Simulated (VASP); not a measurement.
HfO2, 6 atoms in the cell. Symmetry: P4_2/nmc, No. 137, tetragonal system. The conventional cell has a = 3.577 Å, b = 3.577 Å, c = 5.202 Å, α = 90.00°, β = 90.00°, γ = 90.00°. Hf (site symmetry -4m2) has 8 O at 2.06 to 2.39 Å within 2.7 Å. O (site symmetry 2mm) has 4 Hf at 2.06 to 2.39 Å and 6 O at 2.59 to 2.60 Å within 2.7 Å. 

* Program: VASP 6.6.1
* Task: single point
* Functional: r2SCAN
* Potentials or basis: VASP PAW PBE potentials, release 64 (Hf_pv, O)
* Cutoff: 520 eV
* k mesh: 6 × 6 × 4
* Occupations: gaussian, width 0.01 eV
* Spin: no spin polarisation
* Dipole correction: no
* Further INCAR settings: ALGO = Normal; EDIFF = 1e-07; NBANDS = 31

Potentials or basis: VASP PAW PBE potentials, release 64 (Hf_pv, O).

The run is started by

```bash
$ cat potpaw_PBE.64/Hf_pv/POTCAR potpaw_PBE.64/O/POTCAR > POTCAR
$ cp INCAR.step1 INCAR
$ mpirun -np 1 vasp_std > vasp.out
$ cp INCAR.step2 INCAR
$ mpirun -np 1 vasp_std > vasp.out
```

Hardware: 1 thread of Intel(R) Xeon(R) 6975P-C (Granite Rapids) (shared host).

How long does it take, and how much memory?

Run time: 2.1 min on 1 thread of Intel(R) Xeon(R) 6975P-C (Granite Rapids), with other jobs on the host, peak memory 0.2 GiB. Counts: k points 30.
